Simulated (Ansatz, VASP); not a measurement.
# CuOs: VASP beside Ansatz

```
CELL_PARAMETERS angstrom
-3.86070 3.73323 -3.69582
3.88122 3.75212 3.69418
3.86040 -3.73159 -3.69388
ATOMIC_POSITIONS crystal
Cu 0.75940 0.51417 0.75404
Cu 0.24214 0.24309 0.48556
Cu 0.75270 0.99662 0.24271
Cu 0.74067 0.75044 0.49965
Cu 0.98742 0.98444 0.99609
Cu 0.25205 0.49545 0.24189
Cu 0.75697 0.24332 0.00065
Cu 0.25012 0.75050 0.00918
Os 0.25946 0.01493 0.75508
Os 0.99928 0.24530 0.74797
Os 0.51577 0.02497 0.50922
Os 0.47241 0.73610 0.73577
Os 0.98478 0.48645 0.50085
Os 0.49621 0.24535 0.24531
Os 0.99940 0.73658 0.26291
Os 0.52390 0.51435 0.98979
```

Alike in both runs: functional PBE; k mesh 3 × 3 × 3; occupations gaussian, width 0.1 eV; no spin polarisation.

Ansatz relaxed the structure, and its values are those at the end. VASP's run is a single point on that final structure, the one shown.

|  | VASP | Ansatz |
| --- | --- | --- |
| version | VASP 6.6.1 | Ansatz 0.2.0 |
| potentials or method | VASP PAW PBE potentials, release 64 (Cu, Os), cutoff 520 eV | scalar-relativistic, plane waves, PAW |
| valence electrons in the cell | 152 | 280 |

```csv
,VASP,Ansatz,Ansatz less VASP
gap on the k mesh at the Fermi level (eV),none,none,-
pressure (GPa),0.3,0.0,-0.25
rms of the force components (eV/Å),0.018,0.010,-0.0079
```

A gap of «none» marks a metal or a gap that the smearing closes. With one functional, cell and mesh, what is left measures potentials, basis and numerics. VASP's potentials hold 152 valence electrons a cell and Ansatz's 280, so a difference there can come from the potentials and not from the codes.

The k mesh is coarse, so the values compare programs but aren't converged. Neither program's run includes spin-orbit coupling.
